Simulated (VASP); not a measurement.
HgTe:

```
CELL_PARAMETERS angstrom
0.00000 3.28916 3.28916
3.28916 0.00000 3.28916
3.28916 3.28916 0.00000
ATOMIC_POSITIONS crystal
Hg 0.00000 0.00000 0.00000
Te 0.25000 0.25000 0.25000
```

Base run:

- Program: VASP 6.6.1
- Functional: r2SCAN
- Potentials or basis: VASP PAW PBE potentials, release 64 (Hg, Te)
- Cutoff: 550 eV
- k mesh: 6 × 6 × 6
- Occupations: fermi-dirac, width 0.02 eV
- Spin: no spin polarisation

Its results: band gap on the k mesh zero (filled and empty bands touch); pressure 0.0 GPa.

Q: The run is repeated on the same cell with these changes: functional from r2SCAN to PBE; cutoff from 550 eV to 500 eV. What comes out?

A: Band gap on the k mesh zero (filled and empty bands touch); pressure 1.3 GPa.

Caveats: semilocal functionals underestimate gaps, so a narrow gap can read as zero; spin-orbit coupling is left out, which moves the levels of the heavy elements; the PAW data sets were made with another functional, which shifts forces and pressure a little (at least some runs).
